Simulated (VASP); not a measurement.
A run of VASP 6.6.1:

INCAR

```
PREC = Accurate
ENCUT = 520
EDIFF = 1E-6
ISMEAR = -1
SIGMA = 0.05
LREAL = F
LASPH = T
NELM = 60
ALGO = Normal
ISIF = 2
LWAVE = F
LCHARG = T
GGA = PE
LELF = T
LVHAR = T
NBANDS = 14
```

Contents of KPOINTS:

```
Automatic mesh
0
Gamma
  16 16 16
```

Contents of POSCAR:

```
Na
1.0
   -2.4181338595      2.4181338595      1.3158460238
    2.4181338595     -2.4181338595      1.3158460238
    2.4181338595      2.4181338595     -1.3158460238
Na
2
Direct
   -0.3750000000     -0.1250000000     -0.2500000000
    0.3750000000      0.1250000000      0.2500000000
```

Potentials or basis: VASP PAW PBE potentials, release 64 (Na_pv).

Launch:

```sh
$ cat potpaw_PBE.64/Na_pv/POTCAR > POTCAR
$ mpirun -np 1 vasp_std > vasp.out
```

Hardware: 1 thread of Intel Xeon 8259CL, on a shared host.

**Question.** Estimate the wall time of this run.

**Answer.** It took 3.7 min on 1 thread of Intel Xeon 8259CL, on a shared host, peak memory 0.23 GiB. Counts: scf iterations 11, k points 349.
